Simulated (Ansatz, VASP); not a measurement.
**SiC: VASP beside Ansatz**

INCAR

```
SYSTEM = SiC
PREC = Accurate
ENCUT = 520
EDIFF = 1E-6
ISMEAR = 0
SIGMA = 0.01
LREAL = .FALSE.
LASPH = .TRUE.
NELM = 60
ALGO = Normal
ISIF = 2
LWAVE = .FALSE.
LCHARG = .TRUE.
GGA = PE
LELF = .TRUE.
LVHAR = .TRUE.
NBANDS = 36
```

Contents of KPOINTS:

```
regular mesh
0
G
  9 9 2
  0 0 0
```

The input POSCAR:

```
SiC
1.0
    3.1557032975      0.0000000000      0.0000000000
   -1.5778516488      2.7329192225      0.0000000000
    0.0000000000      0.0000000000     15.4844224780
Si C
6 6
Direct
    0.3333333333      0.6666666667      0.8329927008
    0.6666666667      0.3333333333      0.3329927008
    0.6666666667      0.3333333333      0.6665012400
    0.3333333333      0.6666666667      0.1665012400
    0.0000000000      0.0000000000      0.4997230253
    0.0000000000      0.0000000000      0.9997230253
    0.0000000000      0.0000000000      0.8743713554
    0.0000000000      0.0000000000      0.3743713554
    0.3333333333      0.6666666667      0.7079991940
    0.6666666667      0.3333333333      0.2079991940
    0.6666666667      0.3333333333      0.5415134846
    0.3333333333      0.6666666667      0.0415134846
```

Input for Ansatz:

```yaml
crystal:
  lattice:
    - [3.1557032975, 0.0, 0.0]
    - [-1.5778516488, 2.7329192225, 0.0]
    - [0.0, 0.0, 15.484422478]
  atoms:
    - { symbol: Si, position: [0.3333333333, 0.6666666667, 0.8329927008] }
    - { symbol: Si, position: [0.6666666667, 0.3333333333, 0.3329927008] }
    - { symbol: Si, position: [0.6666666667, 0.3333333333, 0.66650124] }
    - { symbol: Si, position: [0.3333333333, 0.6666666667, 0.16650124] }
    - { symbol: Si, position: [0.0, 0.0, 0.4997230253] }
    - { symbol: Si, position: [0.0, 0.0, 0.9997230253] }
    - { symbol: C, position: [0.0, 0.0, 0.8743713554] }
    - { symbol: C, position: [0.0, 0.0, 0.3743713554] }
    - { symbol: C, position: [0.3333333333, 0.6666666667, 0.707999194] }
    - { symbol: C, position: [0.6666666667, 0.3333333333, 0.207999194] }
    - { symbol: C, position: [0.6666666667, 0.3333333333, 0.5415134846] }
    - { symbol: C, position: [0.3333333333, 0.6666666667, 0.0415134846] }
kpoints:
  mp_grid: { grid: [9, 9, 2] }
hamiltonian:
  xc: pbe
scf:
  occupations: { method: fixed }
  n_extra_bands: 7
output:
  forces: true
  stress: true
  eigenvalues: true
```

Alike in both runs: task single point; functional PBE; k mesh 9 × 9 × 2; no spin polarisation.

|  | VASP | Ansatz |
| --- | --- | --- |
| version | VASP 6.6.1 | Ansatz 0.2.0 |
| potentials or method | VASP PAW PBE potentials, release 64 (Si, C) | plane waves, PAW |
| plane-wave cutoff (eV) | 520 | 420 |
| occupations | gaussian, width 0.01 eV | fixed |
| valence electrons in the cell | 48 | 48 |

VASP gave:

```
gap on the k mesh at the Fermi level (eV)                     : 2.12
pressure (GPa)                                                : -11.1
traceless stress, the component that is largest in VASP (GPa) : 0.06
rms of the force components (eV/Å)                            : 0.005
```

**Question.** Estimate Ansatz's values.

**Answer.** gap on the k mesh at the Fermi level (eV): 2.12; pressure (GPa): -11.1; traceless stress, the component that is largest in VASP (GPa): 0.06; rms of the force components (eV/Å): 0.004.

Atom by atom the forces differ by 0.000 eV/Å (rms over components).
